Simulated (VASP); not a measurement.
# BaTiO3 (Barioperovskite) (Amm2) in VASP: a series of runs

The runs below take BaTiO3 (Barioperovskite) through single point, with r2SCAN.

Everything below comes from runs of VASP 6.6.1. Logs are shortened: lines on timing, memory, paths and dates and some standing lists are left out, and cuts for length are marked.

## (1) The cell of the first run

It takes space group Amm2 (No. 38, orthorhombic). Conventional cell: a = 3.904 Å, b = 5.558 Å, c = 5.574 Å, α = 90.00°, β = 90.00°, γ = 90.00°. Ba (site symmetry mm2) has 12 O at 2.72 to 2.86 Å and 8 Ti at 3.35 to 3.46 Å within 3.6 Å. Within 2.5 Å of Ti (site symmetry mm2) lie 6 O at 1.89 to 2.05 Å. O (site symmetry mm2) has 2 Ti at 1.96 Å within 2.6 Å. O (site symmetry m) has 2 Ti at 1.89 to 2.05 Å within 2.5 Å.

## (2) Single point, r2SCAN

The input, POSCAR:

```
BaTiO3
1.0
    3.9041404363      0.0000000000      0.0000000000
    0.0000000000      2.7789878318      2.7870694172
    0.0000000000     -2.7789878318      2.7870694172
Ba Ti O
1 1 3
Direct
    0.0000000000      0.0000000000      0.0000000000
    0.5000000000      0.5124000000      0.5124000000
    0.0000000000      0.4874000000      0.4874000000
    0.5000000000      0.5052400000      0.9918400000
    0.5000000000      0.9918400000      0.5052400000
```

The input, INCAR.step1:

```
SYSTEM = BaTiO3
ALGO = Normal ; EDIFF = 1E-4
ENCUT = 520 ; GGA = PE
ISMEAR = 0 ; LASPH = .True.
LCHARG = .False. ; LREAL = .False.
LWAVE = .True. ; NBANDS = 28
NELM = 60 ; PREC = Accurate
SIGMA = 0.01
```

The input, INCAR.step2:

```
SYSTEM = BaTiO3
ALGO = Normal ; EDIFF = 1E-6
ENCUT = 520 ; ISIF = 2
ISMEAR = 0 ; ISTART = 1
LASPH = .True. ; LCHARG = .False.
LMIXTAU = .True. ; LREAL = .False.
LWAVE = .False. ; METAGGA = R2SCAN
NBANDS = 28 ; NELM = 60
PREC = Accurate ; SIGMA = 0.01
```

The input, KPOINTS:

```
k-points
0
Gamma
  6 6 6
  0 0 0
```

Potentials or basis: VASP PAW PBE potentials, release 64 (Ba_sv, Ti_sv, O).

Launch:

```bash
> cat potpaw_PBE.64/Ba_sv/POTCAR potpaw_PBE.64/Ti_sv/POTCAR potpaw_PBE.64/O/POTCAR > POTCAR
> cp INCAR.step1 INCAR
> mpirun -np 1 vasp_std > vasp.out
> cp INCAR.step2 INCAR
> mpirun -np 1 vasp_std > vasp.out
```

OUTCAR:

```text
SYSTEM = BaTiO3
   EDIFF = 1E-6
   ENCUT = 520
   ISIF = 2
   ISMEAR = 0
   ISTART = 1
   LASPH = .True.
   LREAL = .False.
   METAGGA = R2SCAN
   NELM = 60
   PREC = Accurate

 ion  position               nearest neighbor table
   1  0.000  0.000  0.000-   3 2.72   4 2.76   5 2.76   4 2.76   5 2.76   3 2.78   3 2.78   4 2.79
                             5 2.79   5 2.79   4 2.79   3 2.86   2 3.35   2 3.35   2 3.40   2 3.40
   2  0.500  0.512  0.512-   4 1.89   5 1.89   3 1.96   3 1.96   5 2.05   4 2.05   1 3.35   1 3.35
                             1 3.40   1 3.40   1 3.40   1 3.40   1 3.46   1 3.46
   3  0.000  0.487  0.487-   2 1.96   2 1.96   1 2.72   1 2.78   1 2.78   1 2.86
   4  0.500  0.505  0.992-   2 1.89   2 2.05   1 2.76   1 2.76   1 2.79   1 2.79
   5  0.500  0.992  0.505-   2 1.89   2 2.05   1 2.76   1 2.76   1 2.79   1 2.79

  LATTYP: Found a base centered orthorhombic cell.
 ALAT       =     5.5579756636
 B/A-ratio  =     1.0029081039
 C/A-ratio  =     0.7024392823

  Lattice vectors:

 A1 = (   0.0000000000,   2.7789878318,  -2.7870694172)
 A2 = (   0.0000000000,   2.7789878318,   2.7870694172)
 A3 = (   3.9041404363,   0.0000000000,   0.0000000000)

Analysis of symmetry for initial positions (statically):
=====================================================================
 Subroutine PRICEL returns:
 Original cell was already a primitive cell.

 Routine SETGRP: Setting up the symmetry group for a
 base centered orthorhombic supercell.

 Subroutine GETGRP returns: Found  4 space group operations
 (whereof  4 operations were pure point group operations)
 out of a pool of  8 trial point group operations.

The static configuration has the point symmetry C_2v.

Analysis of symmetry for dynamics (positions and initial velocities):
=====================================================================
 Subroutine PRICEL returns:
 Original cell was already a primitive cell.

 Routine SETGRP: Setting up the symmetry group for a
 base centered orthorhombic supercell.

 Subroutine GETGRP returns: Found  4 space group operations
 (whereof  4 operations were pure point group operations)
 out of a pool of  8 trial point group operations.

The dynamic configuration has the point symmetry C_2v.

 Subroutine INISYM returns: Found  4 space group operations
 (whereof  4 operations are pure point group operations),
 and found     1 'primitive' translations

----------------------------------------------------------------------------------------

                                     Primitive cell

  volume of cell :      60.4769

  direct lattice vectors                    reciprocal lattice vectors
     3.904140436  0.000000000  0.000000000     0.256138327  0.000000000  0.000000000
     0.000000000  2.778987832  2.787069417     0.000000000  0.179921623  0.179399909
     0.000000000 -2.778987832  2.787069417     0.000000000 -0.179921623  0.179399909

  length of vectors
     3.904140436  3.935800974  3.935800974     0.256138327  0.254078960  0.254078960

  position of ions in fractional coordinates (direct lattice)
     0.000000000  0.000000000  0.000000000
     0.500000000  0.512400000  0.512400000
     0.000000000  0.487400000  0.487400000
     0.500000000  0.505240000  0.991840000
     0.500000000  0.991840000  0.505240000

  ion indices of the primitive-cell ions
   primitive index   ion index
                 1           1
                 2           2
                 3           3
                 4           4
                 5           5

----------------------------------------------------------------------------------------

 KPOINTS: k-points

Automatic generation of k-mesh.
 Grid dimensions read from file:
 generate k-points for:    6    6    6

 Generating k-lattice:

  Cartesian coordinates                     Fractional coordinates (reciprocal lattice)
     0.042689721  0.000000000  0.000000000     0.166666667  0.000000000  0.000000000
     0.000000000  0.029986937  0.029899985     0.000000000  0.166666667  0.000000000
     0.000000000 -0.029986937  0.029899985     0.000000000  0.000000000  0.166666667

  Length of vectors
     0.042689721  0.042346493  0.042346493

  Shift w.r.t. Gamma in fractional coordinates (k-lattice)
     0.000000000  0.000000000  0.000000000

 Subroutine IBZKPT returns following result:
 ===========================================

 Found     52 irreducible k-points:

 Following reciprocal coordinates:
            Coordinates               Weight
  0.000000  0.000000  0.000000      1.000000
  0.166667  0.000000  0.000000      2.000000
  0.333333  0.000000  0.000000      2.000000
  0.500000  0.000000  0.000000      1.000000
  0.000000  0.166667  0.000000      4.000000
  0.166667  0.166667  0.000000      8.000000
[... 16 lines left out ...]
  0.333333  0.333333  0.166667      8.000000
  0.500000  0.333333  0.166667      4.000000
 [... further k-points ...]
   k-points           NKPTS =     52   k-points in BZ     NKDIM =     52   number of bands    NBANDS=     28
   number of dos      NEDOS =    301   number of ions     NIONS =      5
   total plane-waves  NPLWV =  27000
   dimension x,y,z NGX =    30 NGY =   30 NGZ =   30
   dimension x,y,z NGXF=    60 NGYF=   60 NGZF=   60
   ions per type =               1   1   3
   NGX,Y,Z   is equivalent  to a cutoff of  12.77, 12.67, 12.67 a.u.
   NGXF,Y,Z  is equivalent  to a cutoff of  25.55, 25.34, 25.34 a.u.
 SYSTEM =  BaTiO3
   PREC   = accura    normal or accurate (medium, high low for compatibility)
   ISTART =      1    job   : 0-new  1-cont  2-samecut
   ICHARG =      0    charge: 1-file 2-atom 10-const
   ISPIN  =      1    spin polarized calculation?
   LNONCOLLINEAR =      F non collinear calculations
   LSORBIT =      F    spin-orbit coupling
   LASPH  =      T    aspherical Exc in radial PAW
   ENCUT  =  520.0 eV  38.22 Ry    6.18 a.u.   7.26  7.32  7.32*2*pi/ulx,y,z
   NELM   =     60;   NELMIN=  2; NELMDL=  0     # of ELM steps
   EDIFF  = 0.1E-05   stopping-criterion for ELM
   LREAL  =      F    real-space projection
   EDIFFG = 0.1E-04   stopping-criterion for IOM
   NSW    =      0    number of steps for IOM
   IBRION =     -1    ionic relax: 0-MD 1-quasi-New 2-CG
   NFREE  =      0    steps in history (QN), initial steepest desc. (CG)
   ISIF   =      2    stress and relaxation
   ISYM   =      2    0-nonsym 1-usesym 2-fastsym
   POTIM  = 0.5000    time-step for ionic-motion
   TEBEG  =    0.0;   TEEND  =   0.0 temperature during run
   PSTRESS=    0.0 pullay stress
   NELECT =      40.0000    total number of electrons
   NUPDOWN=      -1.0000    fix difference up-down
   EMIN   =  10.00;   EMAX   =-10.00  energy-range for DOS
   EFERMI =   0.00;   METHOD = LEGACY
   ISMEAR =     0;   SIGMA  =   0.01  broadening in eV -4-tet -1-fermi 0-gaus
   EFERMI_NEDOS =   21; number of points for ismear=-14 and -15
   IALGO  =     38    algorithm
   IMIX   =      4    mixing-type and parameters
     AMIX     =   0.40;   BMIX     =  1.00
     AMIX_MAG =   1.60;   BMIX_MAG =  1.00
  volume/ion in A,a.u.               =      12.10        81.62
  Fermi-wavevector in a.u.,A,eV,Ry     =   1.426368  2.695444 27.681397  2.034525
  Thomas-Fermi vector in A             =   2.546652
   LORBIT       =      0    0 simple, 1 ext, 2 COOP (PROOUT), +10 PAW based schemes
   METAGGA = R2SCAN    functional components
   LHFCALC =     F    Hartree Fock is set to
   AEXX    =    0.0000 exact exchange contribution
   IVDW    =     0    specifies the selected vdW correction
   LEPSILON=     F    determine dielectric tensor
   LRPA    =     F    only Hartree local field effects (RPA)
 non-spin polarized calculation
 Gauss-broadening in eV      SIGMA  =   0.01
  energy-cutoff  :      520.00
  volume of cell :       60.48
 maximum number of plane-waves:      1649
 NGX is ok and might be reduce to    30
   NGX = 15   NGY = 15   NGZ = 15

 number of electron      40.0000009 magnetization

 Free energy of the ion-electron system (eV)
  ---------------------------------------------------
  ext. energy  EPLUGINS =         0.00000000
  ---------------------------------------------------
  free energy    TOTEN  =       -74.05608645 eV

  energy without entropy =      -74.05608645  energy(sigma->0) =      -74.05608645

 E-fermi :   4.0757     XC(G=0): -12.2507

 val. band max:        3.9931085628   @ k =   0.5000   0.5000   0.5000
 cond. band min:       6.3812964867   @ k =   0.0000   0.0000   0.0000
 fundamental gap:      2.3881879239
 Fermi energy:         4.0756884816

 k-point     1 :       0.0000    0.0000    0.0000
  band No.  band energies     occupation
      1     -54.5215      2.00000
      2     -29.7382      2.00000
      3     -29.7350      2.00000
      4     -29.7182      2.00000
      5     -21.3680      2.00000
      6     -13.9829      2.00000
[... 20 lines left out ...]
     27       9.7258      0.00000
     28      12.9881      0.00000

 k-point     2 :       0.1667    0.0000    0.0000
  band No.  band energies     occupation
      1     -54.5211      2.00000
      2     -29.7394      2.00000
      3     -29.7374      2.00000
      4     -29.7340      2.00000
      5     -21.3230      2.00000
      6     -14.0244      2.00000
[... 20 lines left out ...]
     27      10.2726      0.00000
     28      13.6406      0.00000

 k-point     3 :       0.3333    0.0000    0.0000
  band No.  band energies     occupation
      1     -54.5202      2.00000
      2     -29.7805      2.00000
      3     -29.7359      2.00000
      4     -29.7327      2.00000
      5     -21.2303      2.00000
      6     -14.2188      2.00000
[... 20 lines left out ...]
     27      11.6674      0.00000
     28      13.2331      0.00000

 k-point     4 :       0.5000    0.0000    0.0000
  band No.  band energies     occupation
      1     -54.5198      2.00000
      2     -29.8010      2.00000
      3     -29.7352      2.00000
      4     -29.7319      2.00000
      5     -21.1823      2.00000
      6     -14.3371      2.00000
[... 578 lines left out ...]
     27      12.3959      0.00000
     28      13.6519      0.00000

 k-point    23 :       0.3333    0.3333    0.1667
  band No.  band energies     occupation
      1     -54.5187      2.00000
      2     -29.7897      2.00000
      3     -29.7762      2.00000
      4     -29.7509      2.00000
      5     -21.1154      2.00000
      6     -13.7997      2.00000
[... 20 lines left out ...]
     27      13.2786      0.00000
     28      13.4386      0.00000

 k-point    24 :       0.5000    0.3333    0.1667
  band No.  band energies     occupation
      1     -54.5183      2.00000
      2     -29.7963      2.00000
      3     -29.7886      2.00000
      4     -29.7501      2.00000
      5     -21.0839      2.00000
      6     -13.7494      2.00000
[... 20 lines left out ...]
     27      13.1540      0.00000
     28      13.6499      0.00000

 [... further k-points ...]
[... 5 lines left out ...]
  --------------------------------------------------------------------------------------
  -------------------------------------------------------------------------------------
  Total        5.3497072      5.3950122      5.1030970      0.0000000      0.0000000      0.0000000
  in kB      141.7263943    142.9266298    135.1931076      0.0000000      0.0000000      0.0000000
  external PRESSURE =     139.9487105 kB  Pullay stress =       0.0000000 kB

 VOLUME and BASIS-vectors are now :
 -----------------------------------------------------------------------------
  energy-cutoff  :      520.00
  volume of cell :       60.48
      direct lattice vectors                 reciprocal lattice vectors
     3.904140436  0.000000000  0.000000000     0.256138327  0.000000000  0.000000000
     0.000000000  2.778987832  2.787069417     0.000000000  0.179921623  0.179399909
     0.000000000 -2.778987832  2.787069417     0.000000000 -0.179921623  0.179399909

 POSITION                                       TOTAL-FORCE (eV/Angst)
 -----------------------------------------------------------------------------------
      0.00000      0.00000      0.00000         0.000000     -0.000000      0.175454
      1.95207      0.00000      2.85619         0.000000     -0.000000     -0.242674
      0.00000      0.00000      2.71684         0.000000     -0.000000      0.240747
      1.95207     -1.35226      4.17247         0.000000     -0.261152     -0.086764
      1.95207      1.35226      4.17247         0.000000      0.261152     -0.086764
 -----------------------------------------------------------------------------------
    total drift:                                0.000000      0.000001     -0.014585

  FREE ENERGIE OF THE ION-ELECTRON SYSTEM (eV)
  ---------------------------------------------------
  free  energy   TOTEN  =       -74.0560864452 eV

  energy  without entropy=      -74.0560864452  energy(sigma->0) =      -74.05608645
```

Run time: 4.2 min. Hardware: 1 thread of Intel Xeon 6975P-C, shared host; peak memory 0.23 GiB.

Results:

```
Free energy            : -74.0561 eV
Pressure               : 14.0 GPa
Largest force          : 0.275 eV/Å
Band gap on the k mesh : 2.39 eV, indirect (least direct gap 2.55 eV)
```

Forces on the atoms (eV/Å):
```
Ba   0.000  0.000  0.175
Ti   0.000  0.000 -0.243
O    0.000  0.000  0.241
O    0.000 -0.261 -0.087
O    0.000  0.261 -0.087
```

Caveat: the PAW data sets were made with another functional, which shifts forces and pressure a little; spin-orbit coupling is left out, which moves the levels of the heavy elements. A k mesh can miss the band edges.

(Continued in part 2 of 4.)
